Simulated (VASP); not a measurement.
# W (I4/mmm) in VASP: notebook

The runs below take W through single point, with PBE.

Program: VASP 6.6.1. These are calculated values, not measurements. Logs are shortened: lines on timing, memory, paths and dates and some standing lists are left out, and cuts for length are marked.

## Step 1: The cell of the first run

The structure is tetragonal, space group I4/mmm (No. 139). Conventional cell: a = 3.285 Å, b = 3.285 Å, c = 3.022 Å, α = 90.00°, β = 90.00°, γ = 90.00°. Within 3.7 Å of W (site symmetry 4/mmm) lie 14 W at 2.77 to 3.28 Å.

## Step 2: Single point, PBE

Input file INCAR:

```
SYSTEM = W
ALGO     = Fast           ! electronic algorithm
EDIFF    = 1E-7           ! SCF threshold, eV
ENCUT    = 520            ! plane-wave cutoff, eV
GGA      = PE             ! functional
ISIF     = 2              ! what is computed and relaxed
ISMEAR   = 0              ! smearing method
LASPH    = .TRUE.         ! aspherical terms in the spheres
LCHARG   = .FALSE.        ! write CHGCAR
LREAL    = .FALSE.        ! projectors in reciprocal space
LWAVE    = .FALSE.        ! write WAVECAR
NBANDS   = 13             ! bands
NELM     = 80             ! most SCF steps
PREC     = Accurate       ! precision mode
SIGMA    = 0.15           ! smearing width, eV
```

Input file KPOINTS:

```
k-points
0
G
  24 24 24
  0 0 0
```

Input file POSCAR:

```
W
1.0
   -1.6423178603      1.6423178603      1.5109324315
    1.6423178603     -1.6423178603      1.5109324315
    1.6423178603      1.6423178603     -1.5109324315
W
1
Direct
    0.0000000000      0.0000000000      0.0000000000
```

Potentials or basis: VASP PAW PBE potentials, release 64 (W_sv).

On the command line:

```
> cat potpaw_PBE.64/W_sv/POTCAR > POTCAR
> mpirun -np 1 vasp_std > vasp.out
```

OUTCAR:

```text
SYSTEM = W
   EDIFF = 1E-7
   ENCUT = 520
   GGA = PE
   ISIF = 2
   ISMEAR = 0
   LASPH = .TRUE.
   LREAL = .FALSE.
   NELM = 80
   PREC = Accurate

 ion  position               nearest neighbor table
   1  0.000  0.000  0.000-

  LATTYP: Found a body centered tetragonal cell.
 ALAT       =     3.2846357206
 C/A-ratio  =     0.9200000000

  Lattice vectors:

 A1 = (  -1.6423178603,   1.6423178603,   1.5109324315)
 A2 = (   1.6423178603,  -1.6423178603,   1.5109324315)
 A3 = (   1.6423178603,   1.6423178603,  -1.5109324315)

Analysis of symmetry for initial positions (statically):
=====================================================================
 Subroutine PRICEL returns:
 Original cell was already a primitive cell.

 Routine SETGRP: Setting up the symmetry group for a
 body centered tetragonal supercell.

 Subroutine GETGRP returns: Found 16 space group operations
 (whereof 16 operations were pure point group operations)
 out of a pool of 16 trial point group operations.

The static configuration has the point symmetry D_4h.

Analysis of symmetry for dynamics (positions and initial velocities):
=====================================================================
 Subroutine PRICEL returns:
 Original cell was already a primitive cell.

 Routine SETGRP: Setting up the symmetry group for a
 body centered tetragonal supercell.

 Subroutine GETGRP returns: Found 16 space group operations
 (whereof 16 operations were pure point group operations)
 out of a pool of 16 trial point group operations.

The dynamic configuration has the point symmetry D_4h.

 Subroutine INISYM returns: Found 16 space group operations
 (whereof 16 operations are pure point group operations),
 and found     1 'primitive' translations

----------------------------------------------------------------------------------------

                                     Primitive cell

  volume of cell :      16.3012

  direct lattice vectors                    reciprocal lattice vectors
    -1.642317860  1.642317860  1.510932431     0.000000000  0.304447764  0.330921482
     1.642317860 -1.642317860  1.510932431     0.304447764  0.000000000  0.330921482
     1.642317860  1.642317860 -1.510932431     0.304447764  0.304447764  0.000000000

  length of vectors
     2.770800015  2.770800015  2.770800015     0.449663728  0.449663728  0.430554157

  position of ions in fractional coordinates (direct lattice)
     0.000000000  0.000000000  0.000000000

  ion indices of the primitive-cell ions
   primitive index   ion index
                 1           1

----------------------------------------------------------------------------------------

 KPOINTS: k-points

Automatic generation of k-mesh.
 Grid dimensions read from file:
 generate k-points for:   24   24   24

 Generating k-lattice:

  Cartesian coordinates                     Fractional coordinates (reciprocal lattice)
     0.000000000  0.012685323  0.013788395     0.041666667  0.000000000 -0.000000000
     0.012685323  0.000000000  0.013788395     0.000000000  0.041666667 -0.000000000
     0.012685323  0.012685323  0.000000000     0.000000000  0.000000000  0.041666667

  Length of vectors
     0.018735989  0.018735989  0.017939757

  Shift w.r.t. Gamma in fractional coordinates (k-lattice)
     0.000000000  0.000000000  0.000000000

 Subroutine IBZKPT returns following result:
 ===========================================

 Found   1063 irreducible k-points:

 Following reciprocal coordinates:
            Coordinates               Weight
  0.000000  0.000000  0.000000      1.000000
  0.041667  0.000000  0.000000      8.000000
  0.083333 -0.000000  0.000000      8.000000
  0.125000 -0.000000  0.000000      8.000000
  0.166667  0.000000  0.000000      8.000000
  0.208333  0.000000  0.000000      8.000000
[... 16 lines left out ...]
  0.416667  0.041667  0.000000     16.000000
  0.458333  0.041667  0.000000     16.000000
 [... further k-points ...]
   k-points           NKPTS =   1063   k-points in BZ     NKDIM =   1063   number of bands    NBANDS=     13
   number of dos      NEDOS =    301   number of ions     NIONS =      1
   total plane-waves  NPLWV =  13824
   dimension x,y,z NGX =    24 NGY =   24 NGZ =   24
   dimension x,y,z NGXF=    48 NGYF=   48 NGZF=   48
   ions per type =               1
   NGX,Y,Z   is equivalent  to a cutoff of  14.40, 14.40, 14.40 a.u.
   NGXF,Y,Z  is equivalent  to a cutoff of  28.80, 28.80, 28.80 a.u.
 SYSTEM =  W
   PREC   = accura    normal or accurate (medium, high low for compatibility)
   ISTART =      0    job   : 0-new  1-cont  2-samecut
   ICHARG =      2    charge: 1-file 2-atom 10-const
   ISPIN  =      1    spin polarized calculation?
   LNONCOLLINEAR =      F non collinear calculations
   LSORBIT =      F    spin-orbit coupling
   LASPH  =      T    aspherical Exc in radial PAW
   ENCUT  =  520.0 eV  38.22 Ry    6.18 a.u.   5.15  5.15  5.15*2*pi/ulx,y,z
   NELM   =     80;   NELMIN=  2; NELMDL= -5     # of ELM steps
   EDIFF  = 0.1E-06   stopping-criterion for ELM
   LREAL  =      F    real-space projection
   EDIFFG = 0.1E-05   stopping-criterion for IOM
   NSW    =      0    number of steps for IOM
   IBRION =     -1    ionic relax: 0-MD 1-quasi-New 2-CG
   NFREE  =      0    steps in history (QN), initial steepest desc. (CG)
   ISIF   =      2    stress and relaxation
   ISYM   =      2    0-nonsym 1-usesym 2-fastsym
   POTIM  = 0.5000    time-step for ionic-motion
   TEBEG  =    0.0;   TEEND  =   0.0 temperature during run
   PSTRESS=    0.0 pullay stress
   NELECT =      14.0000    total number of electrons
   NUPDOWN=      -1.0000    fix difference up-down
   EMIN   =  10.00;   EMAX   =-10.00  energy-range for DOS
   EFERMI =   0.00;   METHOD = LEGACY
   ISMEAR =     0;   SIGMA  =   0.15  broadening in eV -4-tet -1-fermi 0-gaus
   EFERMI_NEDOS =   21; number of points for ismear=-14 and -15
   IALGO  =     68    algorithm
   IMIX   =      4    mixing-type and parameters
     AMIX     =   0.40;   BMIX     =  1.00
     AMIX_MAG =   1.60;   BMIX_MAG =  1.00
  volume/ion in A,a.u.               =      16.30       110.01
  Fermi-wavevector in a.u.,A,eV,Ry     =   1.556125  2.940649 32.946829  2.421524
  Thomas-Fermi vector in A             =   2.659966
   LORBIT       =      0    0 simple, 1 ext, 2 COOP (PROOUT), +10 PAW based schemes
   GGA     = PE    functional components
   LHFCALC =     F    Hartree Fock is set to
   AEXX    =    0.0000 exact exchange contribution
   IVDW    =     0    specifies the selected vdW correction
   LEPSILON=     F    determine dielectric tensor
   LRPA    =     F    only Hartree local field effects (RPA)
 non-spin polarized calculation
 RMM-DIIS sequential band-by-band and
 Gauss-broadening in eV      SIGMA  =   0.15
  energy-cutoff  :      520.00
  volume of cell :       16.30
 maximum number of plane-waves:       458
 NGX is ok and might be reduce to    24
   NGX = 11   NGY = 11   NGZ = 11

 number of electron      14.0000000 magnetization

 Free energy of the ion-electron system (eV)
  ---------------------------------------------------
  ext. energy  EPLUGINS =         0.00000000
  ---------------------------------------------------
  free energy    TOTEN  =       -12.88157967 eV

  energy without entropy =      -12.87545157  energy(sigma->0) =      -12.87851562

 E-fermi :  11.0551     XC(G=0): -13.4809

 val. band max:       11.0528147325   @ k =  -0.1667   0.0833   0.0417
 cond. band min:      11.0569226695   @ k =   0.4167   0.0833   0.0000
 fundamental gap:      0.0041079370
 Fermi energy:        11.0550724958

 k-point     1 :       0.0000    0.0000    0.0000
  band No.  band energies     occupation
      1     -63.1698      2.00000
      2     -26.7907      2.00000
      3     -26.7907      2.00000
      4     -26.7340      2.00000
      5       1.5624      2.00000
      6       9.1822      2.00000
      7      10.3106      2.00000
      8      10.3106      2.00000
      9      12.4162      0.00000
     10      13.9070      0.00000
     11      25.0290      0.00000
     12      25.0290      0.00000
     13      26.6881      0.00000

 k-point     2 :       0.0417    0.0000    0.0000
  band No.  band energies     occupation
      1     -63.1677      2.00000
      2     -26.8026      2.00000
      3     -26.7977      2.00000
      4     -26.7446      2.00000
      5       1.6471      2.00000
      6       9.2016      2.00000
      7      10.2890      2.00000
      8      10.3126      2.00000
      9      12.4166      0.00000
     10      13.8350      0.00000
     11      25.1792      0.00000
     12      25.1851      0.00000
     13      26.7885      0.00000

 k-point     3 :       0.0833   -0.0000    0.0000
  band No.  band energies     occupation
      1     -63.1616      2.00000
      2     -26.8533      2.00000
      3     -26.8183      2.00000
      4     -26.7596      2.00000
      5       1.8962      2.00000
      6       9.2148      2.00000
      7      10.2117      2.00000
      8      10.3706      2.00000
      9      12.4276      0.00000
     10      13.6575      0.00000
     11      25.5912      0.00000
     12      25.6206      0.00000
     13      27.0733      0.00000
[... 305 lines left out ...]
 k-point    23 :       0.4167    0.0417    0.0000
  band No.  band energies     occupation
      1     -63.0508      2.00000
      2     -27.8916      2.00000
      3     -27.1788      2.00000
      4     -26.8242      2.00000
      5       5.0447      2.00000
      6       7.3676      2.00000
      7      11.1697      0.27986
      8      13.2205      0.00000
      9      14.7747      0.00000
     10      16.4721      0.00000
     11      22.3139      0.00000
     12      22.8012      0.00000
     13      27.4834      0.00000

 k-point    24 :       0.4583    0.0417    0.0000
  band No.  band energies     occupation
      1     -63.0468      2.00000
      2     -27.9261      2.00000
      3     -27.1926      2.00000
      4     -26.8247      2.00000
      5       5.0260      2.00000
      6       7.3066      2.00000
      7      11.6265      0.00000
      8      13.1792      0.00000
      9      14.8623      0.00000
     10      16.9488      0.00000
     11      21.8535      0.00000
     12      22.4851      0.00000
     13      26.8522      0.00000

 [... further k-points ...]

------------------------ aborting loop because EDIFF is reached ----------------------------------------

  FORCE on cell =-STRESS in cart. coord.  units (eV):
  Direction    XX          YY          ZZ          XY          YZ          ZX
  --------------------------------------------------------------------------------------
  -------------------------------------------------------------------------------------
  Total       -1.0289367     -1.0289367      1.6046137      0.0000000      0.0000000      0.0000000
  in kB     -101.1299466   -101.1299466    157.7108614      0.0000000      0.0000000      0.0000000
  external PRESSURE =     -14.8496773 kB  Pullay stress =       0.0000000 kB

 VOLUME and BASIS-vectors are now :
 -----------------------------------------------------------------------------
  energy-cutoff  :      520.00
  volume of cell :       16.30
      direct lattice vectors                 reciprocal lattice vectors
    -1.642317860  1.642317860  1.510932431     0.000000000  0.304447764  0.330921482
     1.642317860 -1.642317860  1.510932431     0.304447764  0.000000000  0.330921482
     1.642317860  1.642317860 -1.510932431     0.304447764  0.304447764  0.000000000

 POSITION                                       TOTAL-FORCE (eV/Angst)
 -----------------------------------------------------------------------------------
      0.00000      0.00000      0.00000        -0.000000      0.000000      0.000000
 -----------------------------------------------------------------------------------
    total drift:                                0.000000      0.000000      0.000000

  FREE ENERGIE OF THE ION-ELECTRON SYSTEM (eV)
  ---------------------------------------------------
  free  energy   TOTEN  =       -12.8815796709 eV

  energy  without entropy=      -12.8754515724  energy(sigma->0) =      -12.87851562
```

Wall time 2 min (1 thread of Intel Xeon 6975P-C, shared host); peak memory 0.32 GiB.

Results:

```yaml
Free_energy: -12.8816 eV
Pressure: -1.5 GPa
Band_gap_on_the_k_mesh: zero (bands 7 and 8 overlap by 6.12 eV)
```

Stress tensor (GPa, compression positive):
```
-10.11   0.00   0.00
  0.00 -10.11   0.00
  0.00   0.00  15.77
```

Caveat: the stress differs along the axes, from -10 to 16 GPa; spin-orbit coupling is left out, which moves the levels of the heavy elements.

## Step 3: Single point, PBE

Input file INCAR:

```
SYSTEM = W
ALGO     = Fast           ! electronic algorithm
EDIFF    = 1E-6           ! SCF threshold, eV
ENCUT    = 520            ! plane-wave cutoff, eV
GGA      = PE             ! functional
ISIF     = 2              ! what is computed and relaxed
ISMEAR   = 0              ! smearing method
LASPH    = .TRUE.         ! aspherical terms in the spheres
LCHARG   = .TRUE.         ! write CHGCAR
LELF     = .TRUE.         ! ELF
LREAL    = .FALSE.        ! projectors in reciprocal space
LVHAR    = .TRUE.       
LWAVE    = .FALSE.        ! write WAVECAR
NBANDS   = 13             ! bands
NELM     = 100            ! most SCF steps
PREC     = Accurate       ! precision mode
SIGMA    = 0.15           ! smearing width, eV
```

KPOINTS is that of step 2.

Input file POSCAR:

```
W
1.0
   -1.5473513207      1.5473513207      1.7020864528
    1.5473513207     -1.5473513207      1.7020864528
    1.5473513207      1.5473513207     -1.7020864528
W
1
Direct
    0.0000000000      0.0000000000      0.0000000000
```

Potentials or basis: VASP PAW PBE potentials, release 64 (W_sv).

On the command line:

```
> cat potpaw_PBE.64/W_sv/POTCAR > POTCAR
> mpirun -np 1 vasp_std > vasp.out
```

OUTCAR:

```text
SYSTEM = W
   EDIFF = 1E-6
   ENCUT = 520
   GGA = PE
   ISIF = 2
   ISMEAR = 0
   LASPH = .TRUE.
   LREAL = .FALSE.
   NELM = 100
   PREC = Accurate

 ion  position               nearest neighbor table
   1  0.000  0.000  0.000-

  LATTYP: Found a body centered tetragonal cell.
 ALAT       =     3.0947026414
 C/A-ratio  =     1.1000000000

  Lattice vectors:

 A1 = (  -1.5473513207,   1.5473513207,   1.7020864528)
 A2 = (   1.5473513207,  -1.5473513207,   1.7020864528)
 A3 = (   1.5473513207,   1.5473513207,  -1.7020864528)
[... 565 lines left out ...]

 [... further k-points ...]

------------------------ aborting loop because EDIFF is reached ----------------------------------------

  FORCE on cell =-STRESS in cart. coord.  units (eV):
  Direction    XX          YY          ZZ          XY          YZ          ZX
  --------------------------------------------------------------------------------------
  -------------------------------------------------------------------------------------
  Total        0.6983350      0.6983350     -1.8095873      0.0000000      0.0000000      0.0000000
  in kB       68.6364629     68.6364629   -177.8568734      0.0000000      0.0000000      0.0000000
  external PRESSURE =     -13.5279825 kB  Pullay stress =       0.0000000 kB

 VOLUME and BASIS-vectors are now :
 -----------------------------------------------------------------------------
  energy-cutoff  :      520.00
  volume of cell :       16.30
      direct lattice vectors                 reciprocal lattice vectors
    -1.547351321  1.547351321  1.702086453     0.000000000  0.323132823  0.293757112
     1.547351321 -1.547351321  1.702086453     0.323132823  0.000000000  0.293757112
     1.547351321  1.547351321 -1.702086453     0.323132823  0.323132823  0.000000000

 POSITION                                       TOTAL-FORCE (eV/Angst)
 -----------------------------------------------------------------------------------
      0.00000      0.00000      0.00000         0.000000      0.000000      0.000000
 -----------------------------------------------------------------------------------
    total drift:                                0.000000      0.000000      0.000000

  FREE ENERGIE OF THE ION-ELECTRON SYSTEM (eV)
  ---------------------------------------------------
  free  energy   TOTEN  =       -12.8705593992 eV

  energy  without entropy=      -12.8648280199  energy(sigma->0) =      -12.86769371
```

OSZICAR:

```text
N       E                     dE             d eps       ncg     rms          rms(c)
DAV:   1     0.850254472972E+02    0.85025E+02   -0.74432E+03 27717   0.122E+03
DAV:   2    -0.118257940485E+02   -0.96851E+02   -0.93100E+02 31033   0.317E+02
DAV:   3    -0.135023084610E+02   -0.16765E+01   -0.16702E+01 30548   0.403E+01
DAV:   4    -0.135092333160E+02   -0.69249E-02   -0.69247E-02 30628   0.287E+00
DAV:   5    -0.135092928239E+02   -0.59508E-04   -0.59508E-04 30873   0.251E-01    0.198E+01
RMM:   6    -0.130027057258E+02    0.50659E+00   -0.41491E-01 29918   0.602E+00    0.810E+00
RMM:   7    -0.128735032730E+02    0.12920E+00   -0.29920E-01 30154   0.511E+00    0.911E-01
RMM:   8    -0.128707619372E+02    0.27413E-02   -0.11898E-02 34517   0.119E+00    0.257E-01
RMM:   9    -0.128705705000E+02    0.19144E-03   -0.18420E-03 33588   0.513E-01    0.231E-02
RMM:  10    -0.128705702377E+02    0.26225E-06   -0.27551E-04 34854   0.197E-01    0.127E-02
RMM:  11    -0.128705584044E+02    0.11833E-04   -0.42380E-05 35189   0.789E-02    0.493E-03
RMM:  12    -0.128705593992E+02   -0.99475E-06   -0.82069E-06 32710   0.373E-02
   1 F= -.12870559E+02 E0= -.12867694E+02  d E =-.573138E-02
```

stdout:

```text
POSCAR found type information on POSCAR W
 POSCAR found :  1 types and       1 ions
 scaLAPACK will be used
 LDA part: xc-table for (Slater+PW92), standard interpolation
 POSCAR, INCAR and KPOINTS ok, starting setup
 FFT: planning ... GRIDC
 FFT: planning ... GRID_SOFT
 FFT: planning ... GRID
 WAVECAR not read
 entering main loop
WARNING in EDDRMM: call to ZHEGV failed, returncode =   8  4     11
WARNING in EDDRMM: call to ZHEGV failed, returncode =   8  4     12
```

Run time: 1.9 min. Hardware: 1 thread of Intel Xeon 6975P-C, shared host; peak memory 0.32 GiB.

Results:

```
Free energy            : -12.8706 eV
Pressure               : -1.4 GPa
Band gap on the k mesh : zero (bands 7 and 8 overlap by 5.68 eV)
```

Stress tensor (GPa, compression positive):
```
  6.86   0.00   0.00
  0.00   6.86   0.00
  0.00   0.00 -17.79
```

Levels at points of the mesh, in eV from the Fermi level:
```tsv
k point	band 4	band 5	band 6	band 7	band 8	band 9	band 10	band 11
(0.00, 0.00, 0.00)	-37.81	-9.48	-1.46	-1.46	-0.33	1.34	2.83	13.42
(0.50, 0.00, 0.00)	-37.82	-6.10	-2.96	0.39	1.13	3.24	5.70	10.38
(0.50, 0.50, 0.00)	-37.89	-6.07	-4.16	1.10	3.11	3.59	6.05	11.14
(0.50, 0.50, 0.50)	-38.55	-5.74	-5.47	4.73	5.12	5.12	6.37	8.90
```

Caveat: the stress differs along the axes, from -18 to 7 GPa; spin-orbit coupling is left out, which moves the levels of the heavy elements.
